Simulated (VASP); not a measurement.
A run of VASP 6.6.1 is set up as follows.

POSCAR

```
Cd3Se2
1.0
    4.0906858552      0.0000000000      0.0000000000
   -2.0453429276      3.5426378695      0.0000000000
    0.0000000000      0.0000000000      9.2850879579
Cd Se
3 2
Direct
    0.0000000000      0.0000000000      0.3543852102
    0.0000000000      0.0000000000      0.6456147898
    0.0000000000      0.0000000000      0.0000000000
    0.6666666667      0.3333333333      0.8208437257
    0.3333333333      0.6666666667      0.1791562743
```

File INCAR.step1:

```
SYSTEM = Cd3Se2
PREC = Accurate ; ENCUT = 520
ISMEAR = 0 ; SIGMA = 0.1
LREAL = .False. ; LASPH = .True.
NELM = 60 ; NBANDS = 32
GGA = PE ; ALGO = Normal
EDIFF = 1E-4 ; LWAVE = .True.
LCHARG = .False.
```

File INCAR.step2:

```
SYSTEM = Cd3Se2
PREC = Accurate ; ENCUT = 520
EDIFF = 1E-6 ; ISMEAR = 0
SIGMA = 0.1 ; LREAL = .False.
LASPH = .True. ; NELM = 60
ALGO = Normal ; ISIF = 2
LWAVE = .False. ; LCHARG = .False.
METAGGA = R2SCAN ; LMIXTAU = .True.
NBANDS = 32 ; ISTART = 1
```

Contents of KPOINTS:

```
Automatic mesh
0
Gamma
  12 12 4
  0 0 0
```

Potentials or basis: VASP PAW PBE potentials, release 64 (Cd, Se).

Command:

```sh
$ cat potpaw_PBE.64/Cd/POTCAR potpaw_PBE.64/Se/POTCAR > POTCAR
$ cp INCAR.step1 INCAR
$ mpirun -np 1 vasp_std > vasp.out
$ cp INCAR.step2 INCAR
$ mpirun -np 1 vasp_std > vasp.out
```

Q: Estimate the band gap on the k mesh.

A: 0.31 eV (least direct gap 0.41 eV).

Q: Predict the largest force.

A: 0.043 eV/Å.

Q: What does it give for the pressure?

A: -1.3 GPa.

Stress tensor (GPa, compression positive):
```
-1.39  0.00  0.00
 0.00 -1.39  0.00
 0.00  0.00 -1.21
```

Caveat: the PAW data sets were made with another functional, which shifts forces and pressure a little. A k mesh can miss the band edges.
